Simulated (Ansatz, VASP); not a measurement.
One calculation of BaFeO3, two programs

The input INCAR:

```
SYSTEM = BaFeO3
ALGO = Normal
EDIFF = 1E-7
ENCUT = 520
GGA = CA
ISIF = 2
ISMEAR = 0
ISPIN = 2
LASPH = .TRUE.
LCHARG = .TRUE.
LDAU = .TRUE.
LDAUJ = 0 0 0
LDAUL = -1 2 -1
LDAUPRINT = 1
LDAUTYPE = 2
LDAUU = 0 3 0
LELF = .TRUE.
LMAXMIX = 4
LORBIT = 11
LREAL = .FALSE.
LVHAR = .TRUE.
LWAVE = .FALSE.
MAGMOM = 0 4 0 0 0
NBANDS = 30
NELM = 150
PREC = Accurate
SIGMA = 0.05
```

File KPOINTS:

```
k-points
0
G
  5 5 5
  0 0 0
```

Contents of POSCAR:

```
BaFeO3
1.0
    4.0199998300      0.0000000000      0.0000000000
    0.0000000000      4.0199998300      0.0000000000
    0.0000000000      0.0000000000      4.0199998300
Ba Fe O
1 1 3
Direct
    0.0000000000      0.0000000000      0.0000000000
    0.5000000000      0.5000000000      0.5000000000
    0.5000000000      0.5000000000      0.0000000000
    0.0000000000      0.5000000000      0.5000000000
    0.5000000000      0.0000000000      0.5000000000
```

Input for Ansatz:

```yaml
crystal:
  lattice:
    - [4.01999983, 0.0, 0.0]
    - [0.0, 4.01999983, 0.0]
    - [0.0, 0.0, 4.01999983]
  atoms:
    - { symbol: Ba, position: [0.0, 0.0, 0.0] }
    - { symbol: Fe, position: [0.5, 0.5, 0.5], spin: 4.0 }
    - { symbol: O, position: [0.5, 0.5, 0.0] }
    - { symbol: O, position: [0.0, 0.5, 0.5] }
    - { symbol: O, position: [0.5, 0.0, 0.5] }
basis:
  ecutwfc: 420
  ecutrho_ratio: 4
kpoints:
  mp_grid: { grid: [5, 5, 5] }
hamiltonian:
  xc: lda
  hubbard: { sites: [{ site: 1, l: d, u_eff: 3.0 }] }
scf:
  occupations: { method: gaussian, width: 0.05 }
  lower_state_search: "off"
  max_iter: 150
output:
  forces: true
  stress: true
  eigenvalues: true
  populations: true
  hubbard: { sites: [{ site: 1, l: d }] }
magnetization:
  spin_polarized: true
```

Alike in both runs: task single point; functional LDA; k mesh 5 × 5 × 5; occupations gaussian, width 0.05 eV; collinear spin; Hubbard terms Fe d U = 3.0 eV.

|  | VASP | Ansatz |
| --- | --- | --- |
| version | VASP 6.6.1 | Ansatz 0.2.0 |
| potentials or method | VASP PAW LDA potentials, release 64 (Ba_sv, Fe, O), cutoff 520 eV | scalar-relativistic, plane waves, PAW |
| valence electrons in the cell | 36 | 44 |

```csv
,VASP,Ansatz,Ansatz less VASP
gap on the k mesh at the Fermi level (eV),none,none,-
pressure (GPa),-12.8,-13.9,-1.04
net moment per atom (μB),0.81,0.80,-0.010
size of the moment on the site where the two differ most (μB),3.63,3.41,-0.223
```

LDA's correlation is that of Perdew and Zunger in VASP and of Perdew and Wang (1992) in Ansatz. Site moments also hang on the region over which each program counts them. The programs project onto different local orbitals, so the same U acts differently, and such runs can settle in different states. A gap of «none» marks a metal or a gap that the smearing closes. VASP's potentials hold 36 valence electrons a cell and Ansatz's 44, so a difference there can come from the potentials and not from the codes. Ansatz's warnings: filled band counts differ across k points.

Neither program's run includes spin-orbit coupling.
